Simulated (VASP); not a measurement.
# Sn2Te3 (P-3m1) in VASP: relaxation of cell and atoms with PBE

Aim: the relaxation of cell and atoms of Sn2Te3 with PBE.

All numbers are computed with VASP 6.6.1; they aren't measurements. Logs are shortened: lines on timing, memory, paths and dates and some standing lists are left out, and cuts for length are marked.

### Step 1. The cell of the first run

Symmetry: P-3m1, No. 164, trigonal system. The conventional cell has a = 4.346 Å, b = 4.346 Å, c = 10.006 Å, α = 90.00°, β = 90.00°, γ = 120.00°. Within 4.0 Å of Sn (site symmetry 3m) lie 6 Te at 3.01 to 3.18 Å. Within 4.4 Å of Te (site symmetry -3m) lie 6 Sn at 3.18 Å and 12 Te at 4.35 to 4.39 Å. Within 4.0 Å of Te (site symmetry 3m) lie 3 Sn at 3.01 Å and 3 Te at 3.76 Å.

### Step 2. Relaxation of cell and atoms, PBE

Contents of INCAR:

```
SYSTEM = Sn2Te3
PREC = Accurate
ENCUT = 500
EDIFF = 1E-7
ISMEAR = 0
SIGMA = 0.1
LREAL = .FALSE.
LASPH = .TRUE.
NELM = 120
ALGO = Normal
ISIF = 3
LWAVE = .FALSE.
LCHARG = .FALSE.
GGA = PE
IBRION = 2
NSW = 100
EDIFFG = -0.01
GGA_COMPAT = .FALSE.
NELMIN = 4
```

Contents of KPOINTS:

```
Automatic mesh
0
G
  12 12 4
  0 0 0
```

Contents of POSCAR:

```
Sn2Te3
1.0
    4.3461334445      0.0000000000      0.0000000000
   -2.1730667223      3.7638619712      0.0000000000
    0.0000000000      0.0000000000     10.0057087563
Sn Te
2 3
Direct
    0.3333333333      0.6666666667      0.1945077799
    0.6666666667      0.3333333333      0.8054922201
    0.0000000000      0.0000000000      0.0000000000
    0.3333333333      0.6666666667      0.6401181938
    0.6666666667      0.3333333333      0.3598818062
```

Potentials or basis: VASP PAW PBE potentials, release 64 (Sn_d, Te).

The run is started by

```
$ cat potpaw_PBE.64/Sn_d/POTCAR potpaw_PBE.64/Te/POTCAR > POTCAR
$ mpirun -np 1 vasp_std > vasp.out
```

OUTCAR:

```text
SYSTEM = Sn2Te3
   PREC = Accurate
   ENCUT = 500
   EDIFF = 1E-7
   ISMEAR = 0
   LREAL = .FALSE.
   LASPH = .TRUE.
   NELM = 120
   ISIF = 3
   GGA = PE
   IBRION = 2
   NSW = 100
   EDIFFG = -0.01
   NELMIN = 4

 ion  position               nearest neighbor table
   1  0.333  0.667  0.195-   5 3.01   5 3.01   5 3.01   3 3.18   3 3.18   3 3.18
   2  0.667  0.333  0.805-   4 3.01   4 3.01   4 3.01   3 3.18   3 3.18   3 3.18
   3  0.000  0.000  0.000-   1 3.18   2 3.18   2 3.18   1 3.18   2 3.18   1 3.18
   4  0.333  0.667  0.640-   2 3.01   2 3.01   2 3.01
   5  0.667  0.333  0.360-   1 3.01   1 3.01   1 3.01

  LATTYP: Found a hexagonal cell.
 ALAT       =     4.3461334445
 C/A-ratio  =     2.3022092819

  Lattice vectors:

 A1 = (   4.3461334445,   0.0000000000,   0.0000000000)
 A2 = (  -2.1730667223,   3.7638619712,   0.0000000000)
 A3 = (   0.0000000000,   0.0000000000,  10.0057087563)

Analysis of symmetry for initial positions (statically):
=====================================================================
 Subroutine PRICEL returns:
 Original cell was already a primitive cell.

 Routine SETGRP: Setting up the symmetry group for a
 hexagonal supercell.

 Subroutine GETGRP returns: Found 12 space group operations
 (whereof 12 operations were pure point group operations)
 out of a pool of 24 trial point group operations.

The static configuration has the point symmetry D_3d.

Analysis of symmetry for dynamics (positions and initial velocities):
=====================================================================
 Subroutine PRICEL returns:
 Original cell was already a primitive cell.

 Routine SETGRP: Setting up the symmetry group for a
 hexagonal supercell.

 Subroutine GETGRP returns: Found 12 space group operations
 (whereof 12 operations were pure point group operations)
 out of a pool of 24 trial point group operations.

The dynamic configuration has the point symmetry D_3d.

 Subroutine INISYM returns: Found 12 space group operations
 (whereof 12 operations are pure point group operations),
 and found     1 'primitive' translations

----------------------------------------------------------------------------------------

                                     Primitive cell

  volume of cell :     163.6758

  direct lattice vectors                    reciprocal lattice vectors
     4.346133445  0.000000000  0.000000000     0.230089576  0.132842278  0.000000000
    -2.173066722  3.763861971  0.000000000     0.000000000  0.265684557  0.000000000
     0.000000000  0.000000000 10.005708756     0.000000000  0.000000000  0.099942945

  length of vectors
     4.346133445  4.346133445 10.005708756     0.265684557  0.265684557  0.099942945

  position of ions in fractional coordinates (direct lattice)
     0.333333333  0.666666667  0.194507780
     0.666666667  0.333333333  0.805492220
     0.000000000  0.000000000  0.000000000
     0.333333333  0.666666667  0.640118194
     0.666666667  0.333333333  0.359881806

  ion indices of the primitive-cell ions
   primitive index   ion index
                 1           1
                 2           2
                 3           3
                 4           4
                 5           5

----------------------------------------------------------------------------------------

 KPOINTS: Automatic mesh

Automatic generation of k-mesh.
 Grid dimensions read from file:
 generate k-points for:   12   12    4

 Generating k-lattice:

  Cartesian coordinates                     Fractional coordinates (reciprocal lattice)
     0.019174131  0.011070190  0.000000000     0.083333333  0.000000000  0.000000000
     0.000000000  0.022140380  0.000000000     0.000000000  0.083333333  0.000000000
     0.000000000  0.000000000  0.024985736     0.000000000  0.000000000  0.250000000

  Length of vectors
     0.022140380  0.022140380  0.024985736

  Shift w.r.t. Gamma in fractional coordinates (k-lattice)
     0.000000000  0.000000000  0.000000000

 Subroutine IBZKPT returns following result:
 ===========================================

 Found     69 irreducible k-points:

 Following reciprocal coordinates:
            Coordinates               Weight
  0.000000  0.000000  0.000000      1.000000
  0.083333  0.000000  0.000000      6.000000
  0.166667  0.000000  0.000000      6.000000
  0.250000  0.000000  0.000000      6.000000
  0.333333  0.000000  0.000000      6.000000
  0.416667  0.000000  0.000000      6.000000
[... 16 lines left out ...]
  0.166667  0.000000  0.250000      6.000000
  0.000000  0.166667  0.250000      6.000000
 [... further k-points ...]
   k-points           NKPTS =     69   k-points in BZ     NKDIM =     69   number of bands    NBANDS=     27
   number of dos      NEDOS =    301   number of ions     NIONS =      5
   total plane-waves  NPLWV =  81920
   dimension x,y,z NGX =    32 NGY =   32 NGZ =   80
   dimension x,y,z NGXF=    64 NGYF=   64 NGZF=  160
   ions per type =               2   3
   NGX,Y,Z   is equivalent  to a cutoff of  12.24, 12.24, 13.29 a.u.
   NGXF,Y,Z  is equivalent  to a cutoff of  24.48, 24.48, 26.58 a.u.
 SYSTEM =  Sn2Te3
   PREC   = accura    normal or accurate (medium, high low for compatibility)
   ISTART =      0    job   : 0-new  1-cont  2-samecut
   ICHARG =      2    charge: 1-file 2-atom 10-const
   ISPIN  =      1    spin polarized calculation?
   LNONCOLLINEAR =      F non collinear calculations
   LSORBIT =      F    spin-orbit coupling
   LASPH  =      T    aspherical Exc in radial PAW
   ENCUT  =  500.0 eV  36.75 Ry    6.06 a.u.   7.92  7.92 18.24*2*pi/ulx,y,z
   NELM   =    120;   NELMIN=  4; NELMDL= -5     # of ELM steps
   EDIFF  = 0.1E-06   stopping-criterion for ELM
   LREAL  =      F    real-space projection
   EDIFFG = -.1E-01   stopping-criterion for IOM
   NSW    =    100    number of steps for IOM
   IBRION =      2    ionic relax: 0-MD 1-quasi-New 2-CG
   NFREE  =      1    steps in history (QN), initial steepest desc. (CG)
   ISIF   =      3    stress and relaxation
   ISYM   =      2    0-nonsym 1-usesym 2-fastsym
   POTIM  = 0.5000    time-step for ionic-motion
   TEBEG  =    0.0;   TEEND  =   0.0 temperature during run
   PSTRESS=    0.0 pullay stress
   NELECT =      46.0000    total number of electrons
   NUPDOWN=      -1.0000    fix difference up-down
   EMIN   =  10.00;   EMAX   =-10.00  energy-range for DOS
   EFERMI =   0.00;   METHOD = LEGACY
   ISMEAR =     0;   SIGMA  =   0.10  broadening in eV -4-tet -1-fermi 0-gaus
   EFERMI_NEDOS =   21; number of points for ismear=-14 and -15
   IALGO  =     38    algorithm
   IMIX   =      4    mixing-type and parameters
     AMIX     =   0.40;   BMIX     =  1.00
     AMIX_MAG =   1.60;   BMIX_MAG =  1.00
  volume/ion in A,a.u.               =      32.74       220.91
  Fermi-wavevector in a.u.,A,eV,Ry     =   1.072340  2.026429 15.645522  1.149913
  Thomas-Fermi vector in A             =   2.208107
   LORBIT       =      0    0 simple, 1 ext, 2 COOP (PROOUT), +10 PAW based schemes
   GGA     = PE    functional components
   LHFCALC =     F    Hartree Fock is set to
   AEXX    =    0.0000 exact exchange contribution
   IVDW    =     0    specifies the selected vdW correction
   LEPSILON=     F    determine dielectric tensor
   LRPA    =     F    only Hartree local field effects (RPA)
 conjugate gradient relaxation of ions
 non-spin polarized calculation
 Gauss-broadening in eV      SIGMA  =   0.10
  energy-cutoff  :      500.00
  volume of cell :      163.68
 maximum number of plane-waves:      4179
   NGX = 15   NGY = 15   NGZ = 37

--------------------------------------- Ionic step        1  -------------------------------------------

 number of electron      46.0000004 magnetization

 Free energy of the ion-electron system (eV)
  ---------------------------------------------------
  ext. energy  EPLUGINS =         0.00000000
  ---------------------------------------------------
  free energy    TOTEN  =       -18.13179591 eV

  energy without entropy =      -18.12253833  energy(sigma->0) =      -18.12716712

------------------------ aborting loop because EDIFF is reached ----------------------------------------

  FORCE on cell =-STRESS in cart. coord.  units (eV):
  Direction    XX          YY          ZZ          XY          YZ          ZX
  --------------------------------------------------------------------------------------
  -------------------------------------------------------------------------------------
  Total       -0.1772603     -0.1772603      0.4839463      0.0000000     -0.0000000      0.0000000
  in kB       -1.7351517     -1.7351517      4.7372153      0.0000000     -0.0000000      0.0000000
  external PRESSURE =       0.4223040 kB  Pullay stress =       0.0000000 kB
[... 98 lines left out ...]
  FREE ENERGIE OF THE ION-ELECTRON SYSTEM (eV)
  ---------------------------------------------------
  free  energy   TOTEN  =       -18.1358923929 eV

  energy  without entropy=      -18.1267510616  energy(sigma->0) =      -18.13132173

[... ionic steps 4 to 8 ...]

--------------------------------------- Ionic step        9  -------------------------------------------

 number of electron      46.0000011 magnetization

------------------------ aborting loop because EDIFF is reached ----------------------------------------

  FORCE on cell =-STRESS in cart. coord.  units (eV):
  Direction    XX          YY          ZZ          XY          YZ          ZX
  --------------------------------------------------------------------------------------
  -------------------------------------------------------------------------------------
  Total        0.0026866      0.0026866      0.0026726     -0.0000000      0.0000000     -0.0000000
  in kB        0.0263025      0.0263025      0.0261661     -0.0000000      0.0000000     -0.0000000
  external PRESSURE =       0.0262570 kB  Pullay stress =       0.0000000 kB
[... 63 lines left out ...]
  energy  without entropy=      -18.1276815261  energy(sigma->0) =      -18.13227329

--------------------------------------- Ionic step       11  -------------------------------------------

 number of electron      46.0000011 magnetization

 Free energy of the ion-electron system (eV)
  ---------------------------------------------------
  ext. energy  EPLUGINS =         0.00000000
  ---------------------------------------------------
  free energy    TOTEN  =       -18.13688734 eV

  energy without entropy =      -18.12769359  energy(sigma->0) =      -18.13229047

 E-fermi :   5.9134     XC(G=0):  -9.2502

 val. band max:        5.8487263633   @ k =   0.3333   0.3333   0.2500
 cond. band min:       5.9499957329   @ k =   0.1667   0.0000   0.5000
 fundamental gap:      0.1012693696
 Fermi energy:         5.9133583673

 k-point     1 :       0.0000    0.0000    0.0000
  band No.  band energies     occupation
      1     -15.6161      2.00000
      2     -15.6161      2.00000
      3     -15.6144      2.00000
      4     -15.6144      2.00000
      5     -15.6046      2.00000
      6     -15.6033      2.00000
[... 709 lines left out ...]
     26       8.2006      0.00000
     27       8.4803      0.00000

 [... further k-points ...]

------------------------ aborting loop because EDIFF is reached ----------------------------------------

  FORCE on cell =-STRESS in cart. coord.  units (eV):
  Direction    XX          YY          ZZ          XY          YZ          ZX
  --------------------------------------------------------------------------------------
  -------------------------------------------------------------------------------------
  Total       -0.0038243     -0.0038243     -0.0041749      0.0000000      0.0000000      0.0000000
  in kB       -0.0374371     -0.0374371     -0.0408693      0.0000000      0.0000000      0.0000000
  external PRESSURE =      -0.0385812 kB  Pullay stress =       0.0000000 kB
[... 20 lines left out ...]
  FREE ENERGIE OF THE ION-ELECTRON SYSTEM (eV)
  ---------------------------------------------------
  free  energy   TOTEN  =       -18.1368873400 eV

  energy  without entropy=      -18.1276935936  energy(sigma->0) =      -18.13229047

 reached required accuracy - stopping structural energy minimisation
```

Wall time 54 min (1 thread of AMD EPYC 7R13, shared host); peak memory 0.43 GiB.

Results:

```yaml
Free_energy: -18.1369 eV
Energy_gained_by_relaxing: 1.0 meV/atom
Ionic_steps: 11
Pressure_after_relaxing: 0.0 GPa
Largest_force_after_relaxing: 0.009 eV/Å
Band_gap_on_the_k_mesh: zero (bands 23 and 24 overlap by 1.17 eV)
```

Forces on the atoms (eV/Å):
```
Sn   0.000  0.000 -0.009
Sn   0.000  0.000  0.009
Te   0.000  0.000  0.000
Te   0.000  0.000  0.007
Te   0.000  0.000 -0.007
```

The path:
```csv
step,energy change (eV),largest force (eV/Å),pressure (GPa),volume (Å³)
1,0.0000,0.0342,0.04,163.68
2,-0.0025,0.0078,-0.04,163.88
3,-0.0041,0.0571,-0.22,164.27
4,-0.0042,0.0464,-0.19,164.20
5,-0.0048,0.0121,0.11,163.09
6,-0.0049,0.0211,0.03,163.38
7,-0.0049,0.0217,0.03,163.40
8,-0.0050,0.0148,0.02,163.50
9,-0.0051,0.0131,0.00,163.65
10,-0.0051,0.0107,0.00,163.63
11,-0.0051,0.0090,0.00,163.67
```

Final structure:
```
Sn Te
1.0
     4.31376    0.00000    0.00000
    -2.15688    3.73583    0.00000
     0.00000    0.00000   10.15589
Sn Te
2 3
Direct
  0.33333 0.66667 0.19433
  0.66667 0.33333 0.80567
  0.00000 0.00000 0.00000
  0.33333 0.66667 0.64020
  0.66667 0.33333 0.35980
```

Caveat: spin-orbit coupling is left out, which moves the levels of the heavy elements.
